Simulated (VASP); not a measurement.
# BaY (L10 type) (P4/mmm) in VASP: a series of runs

The runs below take BaY (L10 type) through single point, relaxation of cell and atoms, with PBE, LDA, PBEsol, PBEsol+U.

Program: VASP 6.6.1. These are calculated values, not measurements. Logs are shortened: lines on timing, memory, paths and dates and some standing lists are left out, and cuts for length are marked.

## 1. The cell of the first run

The structure is tetragonal, space group P4/mmm (No. 123). The conventional cell has a = 3.853 Å, b = 3.853 Å, c = 5.779 Å, α = 90.00°, β = 90.00°, γ = 90.00°. Within 5.1 Å of Ba (site symmetry 4/mmm) lie 4 Ba at 3.85 Å and 8 Y at 3.97 Å. Y (site symmetry 4/mmm) has 4 Y at 3.85 Å and 8 Ba at 3.97 Å within 5.1 Å.

## 2. Single point, PBE

File INCAR:

```
ALGO = Normal
EDIFF = 1E-6
ENCUT = 520
GGA = PE
ISIF = 2
ISMEAR = -1
LASPH = True
LCHARG = False
LREAL = False
LWAVE = False
NBANDS = 18
NELM = 80
PREC = Accurate
SIGMA = 0.03
```

File KPOINTS:

```
k-points
0
Gamma
  11 11 8
```

File POSCAR:

```
BaY
1.0
    3.8531774337      0.0000000000      0.0000000000
    0.0000000000      3.8531774337      0.0000000000
    0.0000000000      0.0000000000      5.7794555925
Ba Y
1 1
Direct
    0.0000000000      0.0000000000      0.0000000000
    0.5000000000      0.5000000000      0.5000000000
```

Potentials or basis: VASP PAW PBE potentials, release 64 (Ba_sv, Y_sv).

Started as:

```console
cat potpaw_PBE.64/Ba_sv/POTCAR potpaw_PBE.64/Y_sv/POTCAR > POTCAR
mpirun -np 1 vasp_std > vasp.out
```

OUTCAR:

```text
EDIFF = 1E-6
   ENCUT = 520
   GGA = PE
   ISIF = 2
   ISMEAR = -1
   LASPH = True
   LREAL = False
   NELM = 80
   PREC = Accurate

 ion  position               nearest neighbor table
   1  0.000  0.000  0.000-   2 3.97   2 3.97   2 3.97   2 3.97   2 3.97   2 3.97   2 3.97   2 3.97

   2  0.500  0.500  0.500-   1 3.97   1 3.97   1 3.97   1 3.97   1 3.97   1 3.97   1 3.97   1 3.97

  LATTYP: Found a simple tetragonal cell.
 ALAT       =     3.8531774337
 C/A-ratio  =     1.4999194021

  Lattice vectors:

 A1 = (   3.8531774337,   0.0000000000,   0.0000000000)
 A2 = (   0.0000000000,   3.8531774337,   0.0000000000)
 A3 = (   0.0000000000,   0.0000000000,   5.7794555925)

Analysis of symmetry for initial positions (statically):
=====================================================================
 Subroutine PRICEL returns:
 Original cell was already a primitive cell.

 Routine SETGRP: Setting up the symmetry group for a
 simple tetragonal supercell.

 Subroutine GETGRP returns: Found 16 space group operations
 (whereof 16 operations were pure point group operations)
 out of a pool of 16 trial point group operations.

The static configuration has the point symmetry D_4h.

Analysis of symmetry for dynamics (positions and initial velocities):
=====================================================================
 Subroutine PRICEL returns:
 Original cell was already a primitive cell.

 Routine SETGRP: Setting up the symmetry group for a
 simple tetragonal supercell.

 Subroutine GETGRP returns: Found 16 space group operations
 (whereof 16 operations were pure point group operations)
 out of a pool of 16 trial point group operations.

The dynamic configuration has the point symmetry D_4h.

 Subroutine INISYM returns: Found 16 space group operations
 (whereof 16 operations are pure point group operations),
 and found     1 'primitive' translations

----------------------------------------------------------------------------------------

                                     Primitive cell

  volume of cell :      85.8074

  direct lattice vectors                    reciprocal lattice vectors
     3.853177434  0.000000000  0.000000000     0.259526071  0.000000000  0.000000000
     0.000000000  3.853177434  0.000000000     0.000000000  0.259526071  0.000000000
     0.000000000  0.000000000  5.779455592     0.000000000  0.000000000  0.173026678

  length of vectors
[... 74 lines left out ...]
   ISTART =      0    job   : 0-new  1-cont  2-samecut
   ICHARG =      2    charge: 1-file 2-atom 10-const
   ISPIN  =      1    spin polarized calculation?
   LNONCOLLINEAR =      F non collinear calculations
   LSORBIT =      F    spin-orbit coupling
   LASPH  =      T    aspherical Exc in radial PAW
   ENCUT  =  520.0 eV  38.22 Ry    6.18 a.u.   7.16  7.16 10.75*2*pi/ulx,y,z
   NELM   =     80;   NELMIN=  2; NELMDL= -5     # of ELM steps
   EDIFF  = 0.1E-05   stopping-criterion for ELM
   LREAL  =      F    real-space projection
   EDIFFG = 0.1E-04   stopping-criterion for IOM
   NSW    =      0    number of steps for IOM
   IBRION =     -1    ionic relax: 0-MD 1-quasi-New 2-CG
   NFREE  =      0    steps in history (QN), initial steepest desc. (CG)
   ISIF   =      2    stress and relaxation
   ISYM   =      2    0-nonsym 1-usesym 2-fastsym
   POTIM  = 0.5000    time-step for ionic-motion
   TEBEG  =    0.0;   TEEND  =   0.0 temperature during run
   PSTRESS=    0.0 pullay stress
   NELECT =      21.0000    total number of electrons
   NUPDOWN=      -1.0000    fix difference up-down
   EMIN   =  10.00;   EMAX   =-10.00  energy-range for DOS
   EFERMI =   0.00;   METHOD = LEGACY
   ISMEAR =    -1;   SIGMA  =   0.03  broadening in eV -4-tet -1-fermi 0-gaus
   EFERMI_NEDOS =   21; number of points for ismear=-14 and -15
   IALGO  =     38    algorithm
   IMIX   =      4    mixing-type and parameters
     AMIX     =   0.40;   BMIX     =  1.00
     AMIX_MAG =   1.60;   BMIX_MAG =  1.00
  volume/ion in A,a.u.               =      42.90       289.53
  Fermi-wavevector in a.u.,A,eV,Ry     =   1.024015  1.935108 14.267158  1.048607
  Thomas-Fermi vector in A             =   2.157779
   LORBIT       =      0    0 simple, 1 ext, 2 COOP (PROOUT), +10 PAW based schemes
   GGA     = PE    functional components
   LHFCALC =     F    Hartree Fock is set to
   AEXX    =    0.0000 exact exchange contribution
   IVDW    =     0    specifies the selected vdW correction
   LEPSILON=     F    determine dielectric tensor
   LRPA    =     F    only Hartree local field effects (RPA)
 non-spin polarized calculation
  energy-cutoff  :      520.00
  volume of cell :       85.81
 maximum number of plane-waves:      2334
 NGX is ok and might be reduce to    30
   NGX = 15   NGY = 15   NGZ = 21

 number of electron      21.0000001 magnetization

 Free energy of the ion-electron system (eV)
  ---------------------------------------------------
  ext. energy  EPLUGINS =         0.00000000
  ---------------------------------------------------
  free energy    TOTEN  =        -7.69763378 eV

  energy without entropy =       -7.68524889  energy(sigma->0) =       -7.69144133

 E-fermi :   2.5225     XC(G=0):  -8.5912

 val. band max:        2.5222871925   @ k =   0.2727   0.2727   0.2500
 cond. band min:       2.5300613267   @ k =   0.3636   0.2727   0.1250
 fundamental gap:      0.0077741342
 Fermi energy:         2.5225482265

 k-point     1 :       0.0000    0.0000    0.0000
  band No.  band energies     occupation
      1     -40.9370      2.00000
      2     -25.5498      2.00000
      3     -20.9344      2.00000
      4     -20.7931      2.00000
      5     -20.7931      2.00000
      6     -10.7992      2.00000
[... 481 lines left out ...]
      5     -20.7896      2.00000
      6     -10.7752      2.00000
[... 10 lines left out ...]
     17       5.8242      0.00000
     18       7.1662      0.00000

 [... further k-points ...]
[... 5 lines left out ...]
  --------------------------------------------------------------------------------------
  -------------------------------------------------------------------------------------
  Total        0.0710586      0.0710586      0.0589857      0.0000000      0.0000000      0.0000000
  in kB        1.3267911      1.3267911      1.1013682      0.0000000      0.0000000      0.0000000
  external PRESSURE =       1.2516502 kB  Pullay stress =       0.0000000 kB

 VOLUME and BASIS-vectors are now :
 -----------------------------------------------------------------------------
  energy-cutoff  :      520.00
  volume of cell :       85.81
      direct lattice vectors                 reciprocal lattice vectors
     3.853177434  0.000000000  0.000000000     0.259526071  0.000000000  0.000000000
     0.000000000  3.853177434  0.000000000     0.000000000  0.259526071  0.000000000
     0.000000000  0.000000000  5.779455592     0.000000000  0.000000000  0.173026678

 POSITION                                       TOTAL-FORCE (eV/Angst)
 -----------------------------------------------------------------------------------
      0.00000      0.00000      0.00000         0.000000      0.000000      0.000000
      1.92659      1.92659      2.88973         0.000000      0.000000      0.000000
 -----------------------------------------------------------------------------------
    total drift:                                0.000000      0.000000      0.000000

  FREE ENERGIE OF THE ION-ELECTRON SYSTEM (eV)
  ---------------------------------------------------
  free  energy   TOTEN  =        -7.6976337771 eV

  energy  without entropy=       -7.6852488904  energy(sigma->0) =       -7.69144133
```

OSZICAR:

```text
N       E                     dE             d eps       ncg     rms          rms(c)
DAV:   1     0.107452960102E+03    0.10745E+03   -0.96017E+03  3780   0.102E+03
DAV:   2    -0.120221758459E+01   -0.10866E+03   -0.10629E+03  5112   0.225E+02
DAV:   3    -0.838938543386E+01   -0.71872E+01   -0.71385E+01  5894   0.430E+01
DAV:   4    -0.865680357360E+01   -0.26742E+00   -0.26722E+00  5176   0.697E+00
DAV:   5    -0.866165561749E+01   -0.48520E-02   -0.48508E-02  5200   0.812E-01    0.148E+01
DAV:   6    -0.770387861316E+01    0.95778E+00   -0.44449E+00  4448   0.493E+00    0.106E+01
DAV:   7    -0.769151517899E+01    0.12363E-01   -0.40789E-01  5700   0.232E+00    0.582E+00
DAV:   8    -0.770057797739E+01   -0.90628E-02   -0.10257E-01  4488   0.145E+00    0.795E-01
DAV:   9    -0.769811750217E+01    0.24605E-02   -0.26899E-02  4888   0.452E-01    0.350E-01
DAV:  10    -0.769762087741E+01    0.49662E-03   -0.32745E-03  5350   0.216E-01    0.196E-01
DAV:  11    -0.769763740496E+01   -0.16528E-04   -0.29339E-04  4408   0.114E-01    0.938E-02
DAV:  12    -0.769763280027E+01    0.46047E-05   -0.57163E-05  4952   0.279E-02    0.119E-02
DAV:  13    -0.769763377712E+01   -0.97685E-06   -0.38440E-06  3638   0.856E-03
   1 F= -.76976338E+01 E0= -.76914413E+01  d E =-.123849E-01
```

stdout:

```text
POSCAR found type information on POSCAR BaY
 POSCAR found :  2 types and       2 ions
 scaLAPACK will be used
 LDA part: xc-table for (Slater+PW92), standard interpolation
 POSCAR, INCAR and KPOINTS ok, starting setup
 FFT: planning ... GRIDC
 FFT: planning ... GRID_SOFT
 FFT: planning ... GRID
 WAVECAR not read
 entering main loop
```

Run time: 4.1 min. Hardware: 1 thread of AMD EPYC 7R13, shared host; peak memory 0.31 GiB.

What came out:

```yaml
Free_energy: -7.6976 eV
Pressure: 0.1 GPa
Band_gap_on_the_k_mesh: zero (an odd number of electrons rules out a gap without spin polarisation)
```

Levels at points of the mesh, in eV from the Fermi level:
```tsv
k point	band 7	band 8	band 9	band 10	band 11	band 12	band 13	band 14
(0.00, 0.00, 0.00)	-12.91	-12.91	-3.73	-1.24	-0.50	1.63	1.75	1.75
(0.00, 0.00, 0.50)	-12.91	-12.91	-2.49	-1.71	0.02	0.70	1.08	1.93
```

Caveat: spin-orbit coupling is left out, which moves the levels of the heavy elements.

## 3. Single point, LDA

File INCAR:

```
PREC = Accurate
ENCUT = 520
EDIFF = 1E-7
ISMEAR = -1
SIGMA = 0.03
LREAL = F
LASPH = T
NELM = 60
ALGO = Normal
ISIF = 2
LWAVE = F
LCHARG = F
GGA = CA
NBANDS = 18
```

File KPOINTS:

```
regular mesh
0
Gamma
  11 11 8
```

File POSCAR:

```
BaY
1.0
    3.8531774336      0.0000000000      0.0000000000
    0.0000000000      3.8531774336      0.0000000000
    0.0000000000      0.0000000000      5.7794555925
Ba Y
1 1
Direct
    0.0000000000      0.0000000000      0.0000000000
    0.5000000000      0.5000000000      0.5000000000
```

Potentials or basis: VASP PAW LDA potentials, release 64 (Ba_sv, Y_sv).

Started as:

```console
cat potpaw_LDA.64/Ba_sv/POTCAR potpaw_LDA.64/Y_sv/POTCAR > POTCAR
mpirun -np 1 vasp_std > vasp.out
```

OUTCAR:

```text
PREC = Accurate
   ENCUT = 520
   EDIFF = 1E-7
   ISMEAR = -1
   LREAL = F
   LASPH = T
   NELM = 60
   ISIF = 2
   GGA = CA

 ion  position               nearest neighbor table
   1  0.000  0.000  0.000-   2 3.97   2 3.97   2 3.97   2 3.97   2 3.97   2 3.97   2 3.97   2 3.97

   2  0.500  0.500  0.500-   1 3.97   1 3.97   1 3.97   1 3.97   1 3.97   1 3.97   1 3.97   1 3.97

  LATTYP: Found a simple tetragonal cell.
 ALAT       =     3.8531774336
 C/A-ratio  =     1.4999194021

  Lattice vectors:

 A1 = (   3.8531774336,   0.0000000000,   0.0000000000)
 A2 = (   0.0000000000,   3.8531774336,   0.0000000000)
 A3 = (   0.0000000000,   0.0000000000,   5.7794555925)

Analysis of symmetry for initial positions (statically):
=====================================================================
 Subroutine PRICEL returns:
 Original cell was already a primitive cell.

 Routine SETGRP: Setting up the symmetry group for a
 simple tetragonal supercell.

 Subroutine GETGRP returns: Found 16 space group operations
 (whereof 16 operations were pure point group operations)
 out of a pool of 16 trial point group operations.

The static configuration has the point symmetry D_4h.

Analysis of symmetry for dynamics (positions and initial velocities):
=====================================================================
 Subroutine PRICEL returns:
 Original cell was already a primitive cell.

 Routine SETGRP: Setting up the symmetry group for a
 simple tetragonal supercell.

 Subroutine GETGRP returns: Found 16 space group operations
 (whereof 16 operations were pure point group operations)
 out of a pool of 16 trial point group operations.

The dynamic configuration has the point symmetry D_4h.

 Subroutine INISYM returns: Found 16 space group operations
 (whereof 16 operations are pure point group operations),
 and found     1 'primitive' translations

[... 106 lines left out ...]
   NUPDOWN=      -1.0000    fix difference up-down
   EMIN   =  10.00;   EMAX   =-10.00  energy-range for DOS
   EFERMI =   0.00;   METHOD = LEGACY
   ISMEAR =    -1;   SIGMA  =   0.03  broadening in eV -4-tet -1-fermi 0-gaus
   EFERMI_NEDOS =   21; number of points for ismear=-14 and -15
   IALGO  =     38    algorithm
   IMIX   =      4    mixing-type and parameters
     AMIX     =   0.40;   BMIX     =  1.00
     AMIX_MAG =   1.60;   BMIX_MAG =  1.00
  volume/ion in A,a.u.               =      42.90       289.53
  Fermi-wavevector in a.u.,A,eV,Ry     =   1.024015  1.935108 14.267158  1.048607
  Thomas-Fermi vector in A             =   2.157779
   LORBIT       =      0    0 simple, 1 ext, 2 COOP (PROOUT), +10 PAW based schemes
   GGA     = CA    functional components
   LHFCALC =     F    Hartree Fock is set to
   AEXX    =    0.0000 exact exchange contribution
   IVDW    =     0    specifies the selected vdW correction
   LEPSILON=     F    determine dielectric tensor
   LRPA    =     F    only Hartree local field effects (RPA)
 non-spin polarized calculation
  energy-cutoff  :      520.00
  volume of cell :       85.81
 maximum number of plane-waves:      2334
 NGX is ok and might be reduce to    30
   NGX = 15   NGY = 15   NGZ = 21

 number of electron      21.0000001 magnetization

 Free energy of the ion-electron system (eV)
  ---------------------------------------------------
  ext. energy  EPLUGINS =         0.00000000
  ---------------------------------------------------
  free energy    TOTEN  =        -8.56569886 eV

  energy without entropy =       -8.55389667  energy(sigma->0) =       -8.55979776

 E-fermi :   2.3203     XC(G=0):  -8.7993

 val. band max:        2.3193409132   @ k =   0.4545   0.2727   0.3750
 cond. band min:       2.3205140075   @ k =   0.0000   0.0000   0.5000
 fundamental gap:      0.0011730943
 Fermi energy:         2.3203022174

 k-point     1 :       0.0000    0.0000    0.0000
  band No.  band energies     occupation
      1     -40.8792      2.00000
      2     -25.7067      2.00000
      3     -21.0000      2.00000
      4     -20.8588      2.00000
      5     -20.8588      2.00000
      6     -10.9745      2.00000
[... 481 lines left out ...]
      5     -20.8552      2.00000
      6     -10.9506      2.00000
[... 10 lines left out ...]
     17       5.5617      0.00000
     18       6.9318      0.00000

 [... further k-points ...]
[... 5 lines left out ...]
  --------------------------------------------------------------------------------------
  -------------------------------------------------------------------------------------
  Total       -1.2181201     -1.2181201     -1.2692626      0.0000000      0.0000000      0.0000000
  in kB      -22.7444658    -22.7444658    -23.6993870      0.0000000      0.0000000      0.0000000
  external PRESSURE =     -23.0627729 kB  Pullay stress =       0.0000000 kB

 VOLUME and BASIS-vectors are now :
 -----------------------------------------------------------------------------
  energy-cutoff  :      520.00
  volume of cell :       85.81
      direct lattice vectors                 reciprocal lattice vectors
     3.853177434  0.000000000  0.000000000     0.259526071  0.000000000  0.000000000
     0.000000000  3.853177434  0.000000000     0.000000000  0.259526071  0.000000000
     0.000000000  0.000000000  5.779455592     0.000000000  0.000000000  0.173026678

 POSITION                                       TOTAL-FORCE (eV/Angst)
 -----------------------------------------------------------------------------------
      0.00000      0.00000      0.00000         0.000000      0.000000      0.000000
      1.92659      1.92659      2.88973         0.000000      0.000000      0.000000
 -----------------------------------------------------------------------------------
    total drift:                                0.000000      0.000000      0.000000

  FREE ENERGIE OF THE ION-ELECTRON SYSTEM (eV)
  ---------------------------------------------------
  free  energy   TOTEN  =        -8.5656988552 eV

  energy  without entropy=       -8.5538966701  energy(sigma->0) =       -8.55979776
```

OSZICAR:

```text
N       E                     dE             d eps       ncg     rms          rms(c)
DAV:   1     0.105721080210E+03    0.10572E+03   -0.96544E+03  3780   0.102E+03
DAV:   2    -0.219234519030E+01   -0.10791E+03   -0.10559E+03  5096   0.224E+02
DAV:   3    -0.927394701033E+01   -0.70816E+01   -0.70311E+01  5922   0.425E+01
DAV:   4    -0.954277162919E+01   -0.26882E+00   -0.26861E+00  5182   0.696E+00
DAV:   5    -0.954759052922E+01   -0.48189E-02   -0.48176E-02  5214   0.819E-01    0.147E+01
DAV:   6    -0.858150291543E+01    0.96609E+00   -0.47857E+00  4396   0.494E+00    0.106E+01
DAV:   7    -0.856224480820E+01    0.19258E-01   -0.40595E-01  5656   0.217E+00    0.580E+00
DAV:   8    -0.856780151271E+01   -0.55567E-02   -0.82604E-02  4606   0.133E+00    0.702E-01
DAV:   9    -0.856589262510E+01    0.19089E-02   -0.14068E-02  4772   0.415E-01    0.342E-01
DAV:  10    -0.856571636988E+01    0.17626E-03   -0.15928E-03  5388   0.182E-01    0.166E-01
DAV:  11    -0.856570760329E+01    0.87666E-05   -0.17479E-04  4220   0.788E-02    0.478E-02
DAV:  12    -0.856569889081E+01    0.87125E-05   -0.67033E-05  6046   0.191E-02    0.667E-03
DAV:  13    -0.856569877497E+01    0.11584E-06   -0.27384E-06  5288   0.661E-03    0.662E-03
DAV:  14    -0.856569885521E+01   -0.80242E-07   -0.49917E-07  4208   0.445E-03
   1 F= -.85656989E+01 E0= -.85597978E+01  d E =-.118022E-01
```

Run time: 4 min. Hardware: 1 thread of AMD EPYC 7R13, shared host; peak memory 0.29 GiB.

Results:

| Item | Value |
| --- | --- |
| Free energy | -8.5657 eV |
| Pressure | -2.3 GPa |
| Band gap on the k mesh | zero (an odd number of electrons rules out a gap without spin polarisation) |

Caveat: spin-orbit coupling is left out, which moves the levels of the heavy elements.

## 4. Single point, PBEsol

File INCAR:

```
ALGO = Normal ; EDIFF = 1E-6
ENCUT = 520 ; GGA = PS
ISIF = 2 ; ISMEAR = -1
LASPH = T ; LCHARG = F
LREAL = F ; LWAVE = F
NBANDS = 18 ; NELM = 60
PREC = Accurate ; SIGMA = 0.03
```

File KPOINTS:

```
k-points
0
Gamma
  11 11 8
```

POSCAR is that of step 3.

Potentials or basis: VASP PAW PBE potentials, release 64 (Ba_sv, Y_sv).

Started as:

```console
cat potpaw_PBE.64/Ba_sv/POTCAR potpaw_PBE.64/Y_sv/POTCAR > POTCAR
mpirun -np 1 vasp_std > vasp.out
```

Wall time 3.1 min (1 thread of AMD EPYC 7R13, shared host); peak memory 0.31 GiB.

It converged, with:

```
Free energy            : -8.3505 eV
Pressure               : -1.2 GPa
Band gap on the k mesh : zero (an odd number of electrons rules out a gap without spin polarisation)
```

Levels at points of the mesh, in eV from the Fermi level:
| k point | band 6 | band 7 | band 8 | band 9 | band 10 | band 11 | band 12 | band 13 | band 14 | band 15 |
| --- | --- | --- | --- | --- | --- | --- | --- | --- | --- | --- |
| (0.00, 0.00, 0.00) | -13.28 | -12.85 | -12.85 | -3.75 | -1.25 | -0.51 | 1.61 | 1.74 | 1.74 | 2.09 |
| (0.00, 0.00, 0.50) | -13.34 | -12.85 | -12.85 | -2.50 | -1.73 | 0.02 | 0.66 | 1.08 | 1.91 | 2.33 |

Caveat: the PAW data sets were made with another functional, which shifts forces and pressure a little; spin-orbit coupling is left out, which moves the levels of the heavy elements.

[end of part 1 of 2]
